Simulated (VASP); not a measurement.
# CdSe (P6_3mc) in VASP: further runs

The runs below take CdSe through single point, relaxation of cell and atoms, with LDA.

Program: VASP 6.6.1. These are calculated values, not measurements. Logs are shortened: lines on timing, memory, paths and dates and some standing lists are left out, and cuts for length are marked.

## Step 1: The cell of the first run

It takes space group P6_3mc (No. 186, hexagonal). Conventional cell: a = 4.346 Å, b = 4.346 Å, c = 7.090 Å, α = 90.00°, β = 90.00°, γ = 120.00°. Cd (site symmetry 3m) has 4 Se at 2.66 to 2.67 Å within 3.5 Å. Se (site symmetry 3m) has 4 Cd at 2.66 to 2.67 Å within 3.5 Å.

## Step 2: Single point, LDA

The input, INCAR:

```
PREC = Accurate
ENCUT = 520
EDIFF = 1E-6
ISMEAR = 0
SIGMA = 0.1
LREAL = F
LASPH = T
NELM = 100
ALGO = Normal
ISIF = 2
LWAVE = F
LCHARG = F
NBANDS = 26
```

The input, KPOINTS:

```
Automatic mesh
0
Gamma
  6 6 4
```

The input, POSCAR:

```
CdSe
1.0
    4.3460853800      0.0000000000      0.0000000000
   -2.1730426900      3.7638203500      0.0000000000
    0.0000000000      0.0000000000      7.0898398800
Cd Se
2 2
Direct
    0.6666666700      0.3333333300      0.4999533600
    0.3333333300      0.6666666700      0.9999533600
    0.6666666700      0.3333333300      0.8759066400
    0.3333333300      0.6666666700      0.3759066400
```

Potentials or basis: VASP PAW LDA potentials, release 64 (Cd, Se).

Launch:

```console
$ cat potpaw_LDA.64/Cd/POTCAR potpaw_LDA.64/Se/POTCAR > POTCAR
$ mpirun -np 1 vasp_std > vasp.out
```

OUTCAR:

```text
PREC = Accurate
   ENCUT = 520
   EDIFF = 1E-6
   ISMEAR = 0
   LREAL = F
   LASPH = T
   NELM = 100
   ISIF = 2

 ion  position               nearest neighbor table
   1  0.667  0.333  0.500-   4 2.66   4 2.66   4 2.66   3 2.67
   2  0.333  0.667  1.000-   3 2.66   3 2.66   3 2.66   4 2.67
   3  0.667  0.333  0.876-   2 2.66   2 2.66   2 2.66   1 2.67
   4  0.333  0.667  0.376-   1 2.66   1 2.66   1 2.66   2 2.67

  LATTYP: Found a hexagonal cell.
 ALAT       =     4.3460853800
 C/A-ratio  =     1.6313162904

  Lattice vectors:

 A1 = (   4.3460853800,   0.0000000000,   0.0000000000)
 A2 = (  -2.1730426900,   3.7638203500,   0.0000000000)
 A3 = (   0.0000000000,   0.0000000000,   7.0898398800)

Analysis of symmetry for initial positions (statically):
=====================================================================
 Subroutine PRICEL returns:
 Original cell was already a primitive cell.

 Routine SETGRP: Setting up the symmetry group for a
 hexagonal supercell.

 Subroutine GETGRP returns: Found 12 space group operations
 (whereof  6 operations were pure point group operations)
 out of a pool of 24 trial point group operations.

The static configuration has the point symmetry C_3v.
 The point group associated with its full space group is C_6v.

Analysis of symmetry for dynamics (positions and initial velocities):
=====================================================================
 Subroutine PRICEL returns:
 Original cell was already a primitive cell.

 Routine SETGRP: Setting up the symmetry group for a
 hexagonal supercell.

 Subroutine GETGRP returns: Found 12 space group operations
 (whereof  6 operations were pure point group operations)
 out of a pool of 24 trial point group operations.

The dynamic configuration has the point symmetry C_3v.
 The point group associated with its full space group is C_6v.

 Subroutine INISYM returns: Found 12 space group operations
 (whereof  6 operations are pure point group operations),
 and found     1 'primitive' translations

----------------------------------------------------------------------------------------

                                     Primitive cell

  volume of cell :     115.9748

  direct lattice vectors                    reciprocal lattice vectors
     4.346085380  0.000000000  0.000000000     0.230092120  0.132843747  0.000000000
    -2.173042690  3.763820350  0.000000000     0.000000000  0.265687495  0.000000000
     0.000000000  0.000000000  7.089839880     0.000000000  0.000000000  0.141046909

  length of vectors
     4.346085380  4.346085383  7.089839880     0.265687495  0.265687495  0.141046909

  position of ions in fractional coordinates (direct lattice)
     0.666666670  0.333333330  0.499953360
     0.333333330  0.666666670  0.999953360
     0.666666670  0.333333330  0.875906640
     0.333333330  0.666666670  0.375906640

  ion indices of the primitive-cell ions
   primitive index   ion index
                 1           1
                 2           2
                 3           3
                 4           4

----------------------------------------------------------------------------------------

 KPOINTS: Automatic mesh

Automatic generation of k-mesh.
 Grid dimensions read from file:
 generate k-points for:    6    6    4

 Generating k-lattice:

  Cartesian coordinates                     Fractional coordinates (reciprocal lattice)
     0.038348687  0.022140625  0.000000000     0.166666667  0.000000000  0.000000000
     0.000000000  0.044281249  0.000000000     0.000000000  0.166666667  0.000000000
     0.000000000  0.000000000  0.035261727     0.000000000  0.000000000  0.250000000

  Length of vectors
     0.044281249  0.044281249  0.035261727

  Shift w.r.t. Gamma in fractional coordinates (k-lattice)
     0.000000000  0.000000000  0.000000000

 Subroutine IBZKPT returns following result:
 ===========================================

 Found     21 irreducible k-points:

 Following reciprocal coordinates:
            Coordinates               Weight
  0.000000  0.000000  0.000000      1.000000
  0.166667  0.000000  0.000000      6.000000
  0.333333  0.000000  0.000000      6.000000
  0.500000 -0.000000  0.000000      3.000000
  0.166667  0.166667  0.000000      6.000000
  0.333333  0.166667  0.000000     12.000000
[... 13 lines left out ...]
  0.333333  0.166667  0.500000     12.000000
  0.333333  0.333333  0.500000      2.000000
   k-points           NKPTS =     21   k-points in BZ     NKDIM =     21   number of bands    NBANDS=     26
   number of dos      NEDOS =    301   number of ions     NIONS =      4
   total plane-waves  NPLWV =  55296
   dimension x,y,z NGX =    32 NGY =   32 NGZ =   54
   dimension x,y,z NGXF=    64 NGYF=   64 NGZF=  108
   ions per type =               2   2
   NGX,Y,Z   is equivalent  to a cutoff of  12.24, 12.24, 12.66 a.u.
   NGXF,Y,Z  is equivalent  to a cutoff of  24.48, 24.48, 25.32 a.u.
 SYSTEM =  unknown system
   PREC   = accura    normal or accurate (medium, high low for compatibility)
   ISTART =      0    job   : 0-new  1-cont  2-samecut
   ICHARG =      2    charge: 1-file 2-atom 10-const
   ISPIN  =      1    spin polarized calculation?
   LNONCOLLINEAR =      F non collinear calculations
   LSORBIT =      F    spin-orbit coupling
   LASPH  =      T    aspherical Exc in radial PAW
   ENCUT  =  520.0 eV  38.22 Ry    6.18 a.u.   8.08  8.08 13.18*2*pi/ulx,y,z
   NELM   =    100;   NELMIN=  2; NELMDL= -5     # of ELM steps
   EDIFF  = 0.1E-05   stopping-criterion for ELM
   LREAL  =      F    real-space projection
[... 7 lines left out ...]
   TEBEG  =    0.0;   TEEND  =   0.0 temperature during run
   PSTRESS=    0.0 pullay stress
   NELECT =      36.0000    total number of electrons
   NUPDOWN=      -1.0000    fix difference up-down
   EMIN   =  10.00;   EMAX   =-10.00  energy-range for DOS
   EFERMI =   0.00;   METHOD = LEGACY
   ISMEAR =     0;   SIGMA  =   0.10  broadening in eV -4-tet -1-fermi 0-gaus
   EFERMI_NEDOS =   21; number of points for ismear=-14 and -15
   IALGO  =     38    algorithm
   IMIX   =      4    mixing-type and parameters
     AMIX     =   0.40;   BMIX     =  1.00
     AMIX_MAG =   1.60;   BMIX_MAG =  1.00
  volume/ion in A,a.u.               =      28.99       195.66
  Fermi-wavevector in a.u.,A,eV,Ry     =   1.108463  2.094691 16.717341  1.228690
  Thomas-Fermi vector in A             =   2.244990
   LORBIT       =      0    0 simple, 1 ext, 2 COOP (PROOUT), +10 PAW based schemes
   GGA     = CA    functional components
   LHFCALC =     F    Hartree Fock is set to
   AEXX    =    0.0000 exact exchange contribution
   IVDW    =     0    specifies the selected vdW correction
   LEPSILON=     F    determine dielectric tensor
   LRPA    =     F    only Hartree local field effects (RPA)
 non-spin polarized calculation
 Gauss-broadening in eV      SIGMA  =   0.10
  energy-cutoff  :      520.00
  volume of cell :      115.97
 maximum number of plane-waves:      3144
   NGX = 17   NGY = 17   NGZ = 27

 number of electron      36.0000002 magnetization

 Free energy of the ion-electron system (eV)
  ---------------------------------------------------
  ext. energy  EPLUGINS =         0.00000000
  ---------------------------------------------------
  free energy    TOTEN  =       -13.45066176 eV

  energy without entropy =      -13.45061056  energy(sigma->0) =      -13.45063616

 E-fermi :   0.7611     XC(G=0):  -9.1510

 val. band max:        0.5755510253   @ k =   0.0000   0.0000   0.0000
 cond. band min:       0.9278646115   @ k =   0.0000   0.0000   0.0000
 fundamental gap:      0.3523135862
 Fermi energy:         0.7611496489

 k-point     1 :       0.0000    0.0000    0.0000
  band No.  band energies     occupation
      1     -11.9110      2.00000
      2     -11.5529      2.00000
      3      -7.2721      2.00000
      4      -7.2663      2.00000
      5      -7.2663      2.00000
      6      -7.2039      2.00000
[... 18 lines left out ...]
     25       7.4366      0.00000
     26       7.9417      0.00000

 k-point     2 :       0.1667    0.0000    0.0000
  band No.  band energies     occupation
      1     -11.8326      2.00000
      2     -11.5179      2.00000
      3      -7.2484      2.00000
      4      -7.2395      2.00000
      5      -7.2055      2.00000
      6      -7.1680      2.00000
[... 18 lines left out ...]
     25       7.5610      0.00000
     26       8.0382      0.00000

 k-point     3 :       0.3333    0.0000    0.0000
  band No.  band energies     occupation
      1     -11.6617      2.00000
      2     -11.4587      2.00000
      3      -7.2073      2.00000
      4      -7.1975      2.00000
      5      -7.1005      2.00000
      6      -7.0916      2.00000
[... 18 lines left out ...]
     25       8.2280      0.00000
     26       8.5141      0.00000

 k-point     4 :       0.5000   -0.0000    0.0000
  band No.  band energies     occupation
      1     -11.5590      2.00000
      2     -11.4449      2.00000
      3      -7.1933      2.00000
      4      -7.1838      2.00000
      5      -7.0567      2.00000
      6      -7.0412      2.00000
[... 18 lines left out ...]
     25       8.2611      0.00000
     26       9.9192      0.00000

 k-point     5 :       0.1667    0.1667    0.0000
  band No.  band energies     occupation
      1     -11.7072      2.00000
      2     -11.4714      2.00000
      3      -7.2135      2.00000
      4      -7.2071      2.00000
      5      -7.1233      2.00000
      6      -7.1205      2.00000
[... 18 lines left out ...]
     25       8.1569      0.00000
     26       8.4317      0.00000

 k-point     6 :       0.3333    0.1667    0.0000
  band No.  band energies     occupation
      1     -11.5606      2.00000
      2     -11.4450      2.00000
      3      -7.2034      2.00000
      4      -7.1637      2.00000
      5      -7.0704      2.00000
      6      -7.0610      2.00000
[... 340 lines left out ...]
 k-point    18 :       0.5000   -0.0000    0.5000
  band No.  band energies     occupation
      1     -11.4956      2.00000
      2     -11.4956      2.00000
      3      -7.1663      2.00000
      4      -7.1663      2.00000
      5      -7.1172      2.00000
      6      -7.1172      2.00000
[... 18 lines left out ...]
     25       8.3183      0.00000
     26       8.3183      0.00000

 k-point    19 :       0.1667    0.1667    0.5000
  band No.  band energies     occupation
      1     -11.5847      2.00000
      2     -11.5847      2.00000
      3      -7.1755      2.00000
      4      -7.1755      2.00000
      5      -7.1559      2.00000
      6      -7.1559      2.00000
[... 18 lines left out ...]
     25       7.8933      0.00000
     26       7.8933      0.00000

 k-point    20 :       0.3333    0.1667    0.5000
  band No.  band energies     occupation
      1     -11.4964      2.00000
      2     -11.4964      2.00000
      3      -7.1515      2.00000
      4      -7.1515      2.00000
      5      -7.1232      2.00000
      6      -7.1232      2.00000
[... 18 lines left out ...]
     25       8.3286      0.00000
     26       8.3286      0.00000

 k-point    21 :       0.3333    0.3333    0.5000
  band No.  band energies     occupation
      1     -11.4676      2.00000
      2     -11.4676      2.00000
      3      -7.1312      2.00000
      4      -7.1312      2.00000
      5      -7.1222      2.00000
      6      -7.1222      2.00000
[... 18 lines left out ...]
     25       9.0997      0.00000
     26       9.1001      0.00000

------------------------ aborting loop because EDIFF is reached ----------------------------------------

  FORCE on cell =-STRESS in cart. coord.  units (eV):
  Direction    XX          YY          ZZ          XY          YZ          ZX
  --------------------------------------------------------------------------------------
  -------------------------------------------------------------------------------------
  Total       -2.1217348     -2.1217348     -2.1248440      0.0000000      0.0000000      0.0000000
  in kB      -29.3115043    -29.3115044    -29.3544583      0.0000000      0.0000000      0.0000000
  external PRESSURE =     -29.3258224 kB  Pullay stress =       0.0000000 kB

 VOLUME and BASIS-vectors are now :
 -----------------------------------------------------------------------------
  energy-cutoff  :      520.00
  volume of cell :      115.97
      direct lattice vectors                 reciprocal lattice vectors
     4.346085380  0.000000000  0.000000000     0.230092120  0.132843747  0.000000000
    -2.173042690  3.763820350  0.000000000     0.000000000  0.265687495  0.000000000
     0.000000000  0.000000000  7.089839880     0.000000000  0.000000000  0.141046909

 POSITION                                       TOTAL-FORCE (eV/Angst)
 -----------------------------------------------------------------------------------
      2.17304      1.25461      3.54459        -0.000000     -0.000000      0.002554
     -0.00000      2.50921      7.08951        -0.000000      0.000000      0.002554
      2.17304      1.25461      6.21004         0.000000      0.000000     -0.002554
     -0.00000      2.50921      2.66512        -0.000000     -0.000000     -0.002554
 -----------------------------------------------------------------------------------
    total drift:                               -0.000014      0.000008     -0.000502

  FREE ENERGIE OF THE ION-ELECTRON SYSTEM (eV)
  ---------------------------------------------------
  free  energy   TOTEN  =       -13.4506617566 eV

  energy  without entropy=      -13.4506105615  energy(sigma->0) =      -13.45063616
```

Wall time 33 s (1 thread of Intel Xeon Platinum 8488C (Sapphire Rapids), shared host); peak memory 0.21 GiB.

What came out:

```yaml
Free_energy: -13.4507 eV
Pressure: -2.9 GPa
Band_gap_on_the_k_mesh: 0.35 eV
```

Forces in eV/Å, atoms in the order of the input:
```
Cd   0.000  0.000  0.003
Cd   0.000  0.000  0.003
Se   0.000  0.000 -0.003
Se   0.000  0.000 -0.003
```

Levels at points of the mesh, in eV from the valence-band top:
```
           k point  band 16  band 17  band 18  band 19  band 20  band 21
(0.00, 0.00, 0.00)    -0.05     0.00     0.00     0.35     1.97     5.71
(0.50, 0.00, 0.00)    -1.79    -1.30    -0.73     2.98     3.15     4.61
(0.00, 0.00, 0.50)    -0.39    -0.39    -0.39     2.12     2.12     5.62
(0.50, 0.00, 0.50)    -1.32    -1.30    -1.30     2.72     2.72     4.69
```

Caveat: semilocal functionals underestimate gaps, and a narrow one can read as zero.

(Part 1 of 2 ends here.)
